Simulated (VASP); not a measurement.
# Si (Fd-3m) in VASP: a series of runs

The runs below take Si through single point, with RPBE, PBE+D4.

Everything below comes from runs of VASP 6.6.1. Logs are shortened: lines on timing, memory, paths and dates and some standing lists are left out, and cuts for length are marked.

### 1 The cell of the first run

The structure is cubic, space group Fd-3m (No. 227). The conventional cell has a = 5.444 Å, b = 5.444 Å, c = 5.444 Å, α = 90.00°, β = 90.00°, γ = 90.00°. Within 3.1 Å of Si (site symmetry -43m) lie 4 Si at 2.36 Å.

### 2 Single point, RPBE

INCAR reads:

```
SYSTEM = Si
  PREC = Accurate
  ENCUT = 520
  EDIFF = 1E-6
  ISMEAR = -1
  SIGMA = 0.05
  LREAL = .FALSE.
  LASPH = .TRUE.
  NELM = 100
  ALGO = Normal
  ISIF = 2
  LWAVE = .FALSE.
  LCHARG = .FALSE.
  GGA = RP
  NBANDS = 11
```

KPOINTS reads:

```
Automatic mesh
0
G
  8 8 8
  0 0 0
```

POSCAR reads:

```
Si
1.0
    0.0000000000      2.7218511865      2.7218511865
    2.7218511865      0.0000000000      2.7218511865
    2.7218511865      2.7218511865      0.0000000000
Si
2
Direct
    0.5000000000      0.5000000000      0.5000000000
    0.7500000000      0.7500000000      0.7500000000
```

Potentials or basis: VASP PAW PBE potentials, release 64 (Si).

Started as:

```bash
$ cat potpaw_PBE.64/Si/POTCAR > POTCAR
$ mpirun -np 1 vasp_std > vasp.out
```

OUTCAR:

```text
SYSTEM = Si
   PREC = Accurate
   ENCUT = 520
   EDIFF = 1E-6
   ISMEAR = -1
   LREAL = .FALSE.
   LASPH = .TRUE.
   NELM = 100
   ISIF = 2
   GGA = RP

 ion  position               nearest neighbor table
   1  0.500  0.500  0.500-   2 2.36   2 2.36   2 2.36   2 2.36
   2  0.750  0.750  0.750-   1 2.36   1 2.36   1 2.36   1 2.36

  LATTYP: Found a face centered cubic cell.
 ALAT       =     5.4437023730

  Lattice vectors:

 A1 = (   0.0000000000,   2.7218511865,   2.7218511865)
 A2 = (   2.7218511865,   0.0000000000,   2.7218511865)
 A3 = (   2.7218511865,   2.7218511865,   0.0000000000)

Analysis of symmetry for initial positions (statically):
=====================================================================
 Subroutine PRICEL returns:
 Original cell was already a primitive cell.

 Routine SETGRP: Setting up the symmetry group for a
 face centered cubic supercell.

 Subroutine GETGRP returns: Found 48 space group operations
 (whereof 24 operations were pure point group operations)
 out of a pool of 48 trial point group operations.

The static configuration has the point symmetry T_d .
 The point group associated with its full space group is O_h .

Analysis of symmetry for dynamics (positions and initial velocities):
=====================================================================
 Subroutine PRICEL returns:
 Original cell was already a primitive cell.

 Routine SETGRP: Setting up the symmetry group for a
 face centered cubic supercell.

 Subroutine GETGRP returns: Found 48 space group operations
 (whereof 24 operations were pure point group operations)
 out of a pool of 48 trial point group operations.

The dynamic configuration has the point symmetry T_d .
 The point group associated with its full space group is O_h .

 Subroutine INISYM returns: Found 48 space group operations
 (whereof 24 operations are pure point group operations),
 and found     1 'primitive' translations

----------------------------------------------------------------------------------------

                                     Primitive cell

  volume of cell :      40.3295

  direct lattice vectors                    reciprocal lattice vectors
     0.000000000  2.721851186  2.721851186    -0.183698507  0.183698507  0.183698507
     2.721851186  0.000000000  2.721851186     0.183698507 -0.183698507  0.183698507
     2.721851186  2.721851186  0.000000000     0.183698507  0.183698507 -0.183698507

  length of vectors
     3.849278863  3.849278863  3.849278863     0.318175148  0.318175148  0.318175148

  position of ions in fractional coordinates (direct lattice)
     0.500000000  0.500000000  0.500000000
     0.750000000  0.750000000  0.750000000

  ion indices of the primitive-cell ions
   primitive index   ion index
                 1           1
                 2           2

----------------------------------------------------------------------------------------

 KPOINTS: Automatic mesh

Automatic generation of k-mesh.
 Grid dimensions read from file:
 generate k-points for:    8    8    8

 Generating k-lattice:

  Cartesian coordinates                     Fractional coordinates (reciprocal lattice)
    -0.022962313  0.022962313  0.022962313     0.125000000  0.000000000  0.000000000
     0.022962313 -0.022962313  0.022962313     0.000000000  0.125000000  0.000000000
     0.022962313  0.022962313 -0.022962313     0.000000000  0.000000000  0.125000000

  Length of vectors
     0.039771893  0.039771893  0.039771893

  Shift w.r.t. Gamma in fractional coordinates (k-lattice)
     0.000000000  0.000000000  0.000000000

 Subroutine IBZKPT returns following result:
 ===========================================

 Found     29 irreducible k-points:

 Following reciprocal coordinates:
            Coordinates               Weight
  0.000000  0.000000  0.000000      1.000000
  0.125000  0.000000  0.000000      8.000000
  0.250000  0.000000  0.000000      8.000000
  0.375000  0.000000  0.000000      8.000000
  0.500000  0.000000  0.000000      4.000000
  0.125000  0.125000  0.000000      6.000000
[... 16 lines left out ...]
  0.500000  0.250000  0.125000     48.000000
 -0.375000  0.250000  0.125000     24.000000
 [... further k-points ...]
   k-points           NKPTS =     29   k-points in BZ     NKDIM =     29   number of bands    NBANDS=     11
   number of dos      NEDOS =    301   number of ions     NIONS =      2
   total plane-waves  NPLWV =  27000
   dimension x,y,z NGX =    30 NGY =   30 NGZ =   30
   dimension x,y,z NGXF=    60 NGYF=   60 NGZF=   60
   ions per type =               2
   NGX,Y,Z   is equivalent  to a cutoff of  12.96, 12.96, 12.96 a.u.
   NGXF,Y,Z  is equivalent  to a cutoff of  25.91, 25.91, 25.91 a.u.
 SYSTEM =  Si
   PREC   = accura    normal or accurate (medium, high low for compatibility)
   ISTART =      0    job   : 0-new  1-cont  2-samecut
   ICHARG =      2    charge: 1-file 2-atom 10-const
   ISPIN  =      1    spin polarized calculation?
   LNONCOLLINEAR =      F non collinear calculations
   LSORBIT =      F    spin-orbit coupling
   LASPH  =      T    aspherical Exc in radial PAW
   ENCUT  =  520.0 eV  38.22 Ry    6.18 a.u.   7.16  7.16  7.16*2*pi/ulx,y,z
   NELM   =    100;   NELMIN=  2; NELMDL= -5     # of ELM steps
   EDIFF  = 0.1E-05   stopping-criterion for ELM
   LREAL  =      F    real-space projection
   EDIFFG = 0.1E-04   stopping-criterion for IOM
   NSW    =      0    number of steps for IOM
   IBRION =     -1    ionic relax: 0-MD 1-quasi-New 2-CG
   NFREE  =      0    steps in history (QN), initial steepest desc. (CG)
   ISIF   =      2    stress and relaxation
   ISYM   =      2    0-nonsym 1-usesym 2-fastsym
   POTIM  = 0.5000    time-step for ionic-motion
   TEBEG  =    0.0;   TEEND  =   0.0 temperature during run
   PSTRESS=    0.0 pullay stress
   NELECT =       8.0000    total number of electrons
   NUPDOWN=      -1.0000    fix difference up-down
   EMIN   =  10.00;   EMAX   =-10.00  energy-range for DOS
   EFERMI =   0.00;   METHOD = LEGACY
   ISMEAR =    -1;   SIGMA  =   0.05  broadening in eV -4-tet -1-fermi 0-gaus
   EFERMI_NEDOS =   21; number of points for ismear=-14 and -15
   IALGO  =     38    algorithm
   IMIX   =      4    mixing-type and parameters
     AMIX     =   0.40;   BMIX     =  1.00
     AMIX_MAG =   1.60;   BMIX_MAG =  1.00
  volume/ion in A,a.u.               =      20.16       136.08
  Fermi-wavevector in a.u.,A,eV,Ry     =   0.954766  1.804247 12.402783  0.911579
  Thomas-Fermi vector in A             =   2.083543
   LORBIT       =      0    0 simple, 1 ext, 2 COOP (PROOUT), +10 PAW based schemes
   GGA     = RP    functional components
   LHFCALC =     F    Hartree Fock is set to
   AEXX    =    0.0000 exact exchange contribution
   IVDW    =     0    specifies the selected vdW correction
   LEPSILON=     F    determine dielectric tensor
   LRPA    =     F    only Hartree local field effects (RPA)
 non-spin polarized calculation
  energy-cutoff  :      520.00
  volume of cell :       40.33
 maximum number of plane-waves:      1106
 NGX is ok and might be reduce to    30
   NGX = 15   NGY = 15   NGZ = 15

 number of electron       8.0000001 magnetization

 Free energy of the ion-electron system (eV)
  ---------------------------------------------------
  ext. energy  EPLUGINS =         0.00000000
  ---------------------------------------------------
  free energy    TOTEN  =       -10.31214412 eV

  energy without entropy =      -10.31212838  energy(sigma->0) =      -10.31213625

 E-fermi :   6.1469     XC(G=0):  -9.2884

 val. band max:        5.8256713010   @ k =   0.0000   0.0000   0.0000
 cond. band min:       6.5085130185   @ k =   0.3750   0.3750   0.0000
 fundamental gap:      0.6828417175
 Fermi energy:         6.1469071854

 k-point     1 :       0.0000    0.0000    0.0000
  band No.  band energies     occupation
      1      -6.0598      2.00000
      2       5.8257      1.99676
      3       5.8257      1.99676
      4       5.8257      1.99676
      5       8.3925      0.00000
      6       8.3925      0.00000
      7       8.3925      0.00000
      8       9.2381      0.00000
      9      13.4868      0.00000
     10      13.4868      0.00000
     11      13.9648      0.00000

 k-point     2 :       0.1250    0.0000    0.0000
  band No.  band energies     occupation
      1      -5.8571      2.00000
      2       4.2452      2.00000
      3       5.5397      1.99999
      4       5.5397      1.99999
      5       8.3528      0.00000
      6       8.8134      0.00000
      7       8.8134      0.00000
      8      10.5684      0.00000
      9      13.0280      0.00000
     10      13.0280      0.00000
     11      14.7287      0.00000

 k-point     3 :       0.2500    0.0000    0.0000
  band No.  band energies     occupation
      1      -5.2659      2.00000
      2       1.9356      2.00000
      3       5.0724      2.00000
      4       5.0724      2.00000
      5       7.8959      0.00000
      6       9.3307      0.00000
      7       9.3307      0.00000
      8      12.7860      0.00000
      9      12.9972      0.00000
     10      12.9972      0.00000
     11      14.9451      0.00000

 k-point     4 :       0.3750    0.0000    0.0000
  band No.  band energies     occupation
      1      -4.3802      2.00000
      2      -0.0680      2.00000
      3       4.7472      2.00000
      4       4.7472      2.00000
      5       7.5387      0.00000
      6       9.2815      0.00000
      7       9.2815      0.00000
      8      13.8201      0.00000
      9      14.3750      0.00000
     10      14.3750      0.00000
     11      15.5866      0.00000
[... 239 lines left out ...]
 k-point    22 :       0.3750    0.2500    0.1250
  band No.  band energies     occupation
      1      -4.7399      2.00000
      2       1.5663      2.00000
      3       3.1497      2.00000
      4       4.4133      2.00000
      5       8.3050      0.00000
      6       9.7455      0.00000
      7      10.0483      0.00000
      8      11.3220      0.00000
      9      13.6011      0.00000
     10      16.0515      0.00000
     11      16.9935      0.00000

 k-point    23 :       0.5000    0.2500    0.1250
  band No.  band energies     occupation
      1      -3.8593      2.00000
      2       0.0272      2.00000
      3       2.5475      2.00000
      4       3.9187      2.00000
      5       8.7364      0.00000
      6       9.4045      0.00000
      7      10.8667      0.00000
      8      11.7572      0.00000
      9      14.8303      0.00000
     10      15.5714      0.00000
     11      17.8650      0.00000

 k-point    24 :      -0.3750    0.2500    0.1250
  band No.  band energies     occupation
      1      -3.2150      2.00000
      2      -0.9067      2.00000
      3       2.4188      2.00000
      4       3.6920      2.00000
      5       8.9193      0.00000
      6       8.9962      0.00000
      7      11.7317      0.00000
      8      12.9536      0.00000
      9      13.2281      0.00000
     10      16.4035      0.00000
     11      17.5187      0.00000

 [... further k-points ...]
[... 5 lines left out ...]
  --------------------------------------------------------------------------------------
  -------------------------------------------------------------------------------------
  Total        0.6767501      0.6767501      0.6767501     -0.0000000     -0.0000000     -0.0000000
  in kB       26.8853548     26.8853548     26.8853548     -0.0000000     -0.0000000     -0.0000000
  external PRESSURE =      26.8853548 kB  Pullay stress =       0.0000000 kB

 VOLUME and BASIS-vectors are now :
 -----------------------------------------------------------------------------
  energy-cutoff  :      520.00
  volume of cell :       40.33
      direct lattice vectors                 reciprocal lattice vectors
     0.000000000  2.721851186  2.721851186    -0.183698507  0.183698507  0.183698507
     2.721851186  0.000000000  2.721851186     0.183698507 -0.183698507  0.183698507
     2.721851186  2.721851186  0.000000000     0.183698507  0.183698507 -0.183698507

 POSITION                                       TOTAL-FORCE (eV/Angst)
 -----------------------------------------------------------------------------------
      2.72185      2.72185      2.72185        -0.000000      0.000000     -0.000000
      4.08278      4.08278      4.08278         0.000000      0.000000      0.000000
 -----------------------------------------------------------------------------------
    total drift:                               -0.000000     -0.000000     -0.000000

  FREE ENERGIE OF THE ION-ELECTRON SYSTEM (eV)
  ---------------------------------------------------
  free  energy   TOTEN  =       -10.3121441241 eV

  energy  without entropy=      -10.3121283795  energy(sigma->0) =      -10.31213625
```

Run time: 6.6 s. Hardware: 1 thread of AMD EPYC 9R45 (Zen 5), shared host; peak memory 0.13 GiB.

What came out:

* Free energy: -10.3121 eV
* Pressure: 2.7 GPa
* Band gap on the k mesh: 0.68 eV, indirect (least direct gap 2.57 eV)

Caveat: the PAW data sets were made with another functional, which shifts forces and pressure a little.

### 3 Single point, PBE+D4

This run uses another cell than the first one, of 19.89 Å³/atom, 0.986 times its volume.

INCAR reads:

```
SYSTEM = Si
ALGO     = Normal         ! electronic algorithm
EDIFF    = 1E-6           ! SCF threshold, eV
ENCUT    = 520            ! plane-wave cutoff, eV
GGA      = PE             ! functional
ISIF     = 2              ! what is computed and relaxed
ISMEAR   = -1             ! smearing method
IVDW     = 13             ! dispersion correction
LASPH    = .TRUE.         ! aspherical terms in the spheres
LCHARG   = .FALSE.        ! write CHGCAR
LREAL    = .FALSE.        ! projectors in reciprocal space
LWAVE    = .FALSE.        ! write WAVECAR
NBANDS   = 11             ! bands
NELM     = 100            ! most SCF steps
PREC     = Accurate       ! precision mode
SIGMA    = 0.05           ! smearing width, eV
```

KPOINTS reads:

```
k-points
0
G
  8 8 8
  0 0 0
```

POSCAR reads:

```
Si
1.0
    0.0000000000      2.7093089302      2.7093089302
    2.7093089302      0.0000000000      2.7093089302
    2.7093089302      2.7093089302      0.0000000000
Si
2
Direct
    0.5000000000      0.5000000000      0.5000000000
    0.7500000000      0.7500000000      0.7500000000
```

Potentials or basis: VASP PAW PBE potentials, release 64 (Si).

Started as:

```bash
$ cat potpaw_PBE.64/Si/POTCAR > POTCAR
$ mpirun -np 1 vasp_std > vasp.out
```

OUTCAR:

```text
SYSTEM = Si
   EDIFF = 1E-6
   ENCUT = 520
   GGA = PE
   ISIF = 2
   ISMEAR = -1
   IVDW = 13
   LASPH = .TRUE.
   LREAL = .FALSE.
   NELM = 100
   PREC = Accurate

 ion  position               nearest neighbor table
   1  0.500  0.500  0.500-   2 2.35   2 2.35   2 2.35   2 2.35
   2  0.750  0.750  0.750-   1 2.35   1 2.35   1 2.35   1 2.35

  LATTYP: Found a face centered cubic cell.
 ALAT       =     5.4186178604

  Lattice vectors:

 A1 = (   0.0000000000,   2.7093089302,   2.7093089302)
 A2 = (   2.7093089302,   0.0000000000,   2.7093089302)
 A3 = (   2.7093089302,   2.7093089302,   0.0000000000)

Analysis of symmetry for initial positions (statically):
=====================================================================
 Subroutine PRICEL returns:
 Original cell was already a primitive cell.

 Routine SETGRP: Setting up the symmetry group for a
 face centered cubic supercell.

 Subroutine GETGRP returns: Found 48 space group operations
 (whereof 24 operations were pure point group operations)
 out of a pool of 48 trial point group operations.

The static configuration has the point symmetry T_d .
 The point group associated with its full space group is O_h .

Analysis of symmetry for dynamics (positions and initial velocities):
=====================================================================
[... 176 lines left out ...]
     10      13.6178      0.00000
     11      13.8810      0.00000
[... 309 lines left out ...]
 k-point    24 :      -0.3750    0.2500    0.1250
  band No.  band energies     occupation
      1      -3.2188      2.00000
      2      -0.9125      2.00000
      3       2.4293      2.00000
      4       3.7237      2.00000
      5       8.9780      0.00000
      6       9.0221      0.00000
      7      11.8271      0.00000
      8      13.0288      0.00000
      9      13.3219      0.00000
     10      16.5008      0.00000
     11      17.6436      0.00000

 [... further k-points ...]

------------------------ aborting loop because EDIFF is reached ----------------------------------------

  DFT-D4 for vdW energy calculation

  Edisp (eV):   -0.66780

  FORCE on cell =-STRESS in cart. coord.  units (eV):
  Direction    XX          YY          ZZ          XY          YZ          ZX
  --------------------------------------------------------------------------------------
  -------------------------------------------------------------------------------------
  Total      -0.00909    -0.00909    -0.00909    -0.00000    -0.00000    -0.00000
  in kB      -0.36620    -0.36620    -0.36620    -0.00000    -0.00000    -0.00000
  external pressure =       -0.37 kB  Pullay stress =        0.00 kB

 VOLUME and BASIS-vectors are now :
 -----------------------------------------------------------------------------
  energy-cutoff  :      520.00
  volume of cell :       39.77
      direct lattice vectors                 reciprocal lattice vectors
     0.000000000  2.709308930  2.709308930    -0.184548906  0.184548906  0.184548906
     2.709308930  0.000000000  2.709308930     0.184548906 -0.184548906  0.184548906
     2.709308930  2.709308930  0.000000000     0.184548906  0.184548906 -0.184548906

 POSITION                                       TOTAL-FORCE (eV/Angst)
 -----------------------------------------------------------------------------------
      2.70931      2.70931      2.70931         0.000000      0.000000      0.000000
      4.06396      4.06396      4.06396        -0.000000     -0.000000     -0.000000
 -----------------------------------------------------------------------------------
    total drift:                               -0.000000      0.000000     -0.000000

  FREE ENERGIE OF THE ION-ELECTRON SYSTEM (eV)
  ---------------------------------------------------
  free  energy   TOTEN  =       -11.5049826700 eV

  energy  without entropy=      -11.5049514165  energy(sigma->0) =      -11.50496704
```

OSZICAR:

```text
N       E                     dE             d eps       ncg     rms          rms(c)
DAV:   1     0.983302972063E+01    0.98330E+01   -0.32602E+03   638   0.588E+02
DAV:   2    -0.103620559458E+02   -0.20195E+02   -0.18818E+02   831   0.855E+01
DAV:   3    -0.110169015743E+02   -0.65485E+00   -0.65249E+00   782   0.138E+01
DAV:   4    -0.110219744509E+02   -0.50729E-02   -0.50723E-02   786   0.153E+00
DAV:   5    -0.110220190321E+02   -0.44581E-04   -0.44580E-04   796   0.139E-01    0.493E+00
DAV:   6    -0.108938814728E+02    0.12814E+00   -0.73794E-02   719   0.111E+00    0.301E+00
DAV:   7    -0.108357005069E+02    0.58181E-01   -0.14100E-01   719   0.165E+00    0.190E-01
DAV:   8    -0.108369595722E+02   -0.12591E-02   -0.60732E-03   731   0.422E-01    0.813E-02
DAV:   9    -0.108371601350E+02   -0.20056E-03   -0.18977E-04   778   0.851E-02    0.601E-02
DAV:  10    -0.108371858819E+02   -0.25747E-04   -0.22684E-05   769   0.274E-02    0.618E-03
DAV:  11    -0.108371863275E+02   -0.44564E-06   -0.19641E-06   766   0.730E-03
   1 F= -.11504983E+02 E0= -.11504967E+02  d E =-.312536E-04
```

Wall time 5.5 s (1 thread of AMD EPYC 9R45 (Zen 5), shared host); peak memory 0.12 GiB.

Results:

```
Free energy                : -11.5050 eV
Pressure                   : 0.0 GPa
Band gap on the k mesh     : 0.60 eV, indirect (least direct gap 2.57 eV)
Dispersion energy per atom : -0.334 eV
```

A k mesh can miss the band edges. As with any semilocal functional, this PBE gap is likely too small.
